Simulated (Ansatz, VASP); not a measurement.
## Two plane-wave programs on Ni

Contents of INCAR:

```
SYSTEM = Ni
PREC     = Accurate       ! precision mode
ENCUT    = 600            ! plane-wave cutoff, eV
EDIFF    = 1E-6           ! SCF threshold, eV
ISMEAR   = -1             ! smearing method
SIGMA    = 0.05           ! smearing width, eV
LREAL    = .FALSE.        ! projectors in reciprocal space
LASPH    = .TRUE.         ! aspherical terms in the spheres
NELM     = 120            ! most SCF steps
ALGO     = Normal         ! electronic algorithm
ISIF     = 2              ! what is computed and relaxed
LWAVE    = .FALSE.        ! write WAVECAR
LCHARG   = .FALSE.        ! write CHGCAR
GGA      = PE             ! functional
NBANDS   = 11             ! bands
GGA_COMPAT= .FALSE.
```

KPOINTS

```
Automatic mesh
0
G
  14 14 14
  0 0 0
```

The input POSCAR:

```
Ni
1.0
    0.0000000000      1.7678000000      1.7678000000
    1.7678000000      0.0000000000      1.7678000000
    1.7678000000      1.7678000000      0.0000000000
Ni
1
Direct
    0.0000000000      0.0000000000      0.0000000000
```

Input for Ansatz:

```yaml
crystal:
  lattice:
    - [0.0, 1.7678, 1.7678]
    - [1.7678, 0.0, 1.7678]
    - [1.7678, 1.7678, 0.0]
  atoms:
    - { symbol: Ni, position: [0.0, 0.0, 0.0] }
hamiltonian:
  xc: pbe
  pseudopotentials: { kind: paw }
basis:
  ecutwfc: 420
kpoints:
  mp_grid: { grid: [14, 14, 14] }
scf:
  occupations: { method: fermi_dirac, width: 0.05 }
  lower_state_search: "off"
output:
  forces: true
  stress: true
  write_density: true
  write_potential: true
  elf: true
  volumetric_format: npy
```

Alike in both runs: task single point; functional PBE; k mesh 14 × 14 × 14; occupations fermi-dirac, width 0.05 eV; no spin polarisation.

```csv
,VASP,Ansatz
version,VASP 6.6.1,Ansatz 0.2.0
potentials or method,"VASP PAW PBE potentials, release 64 (Ni), cutoff 600 eV","PAW, plane waves, scalar-relativistic"
valence electrons in the cell,10,18
```

VASP gave:

```
pressure (GPa) : -3.8
```

Q: What did Ansatz give for the same quantities?

A: Pressure (GPa): -3.9.

VASP's potentials hold 10 valence electrons a cell and Ansatz's 18, so a difference there can come from the potentials and not from the codes.
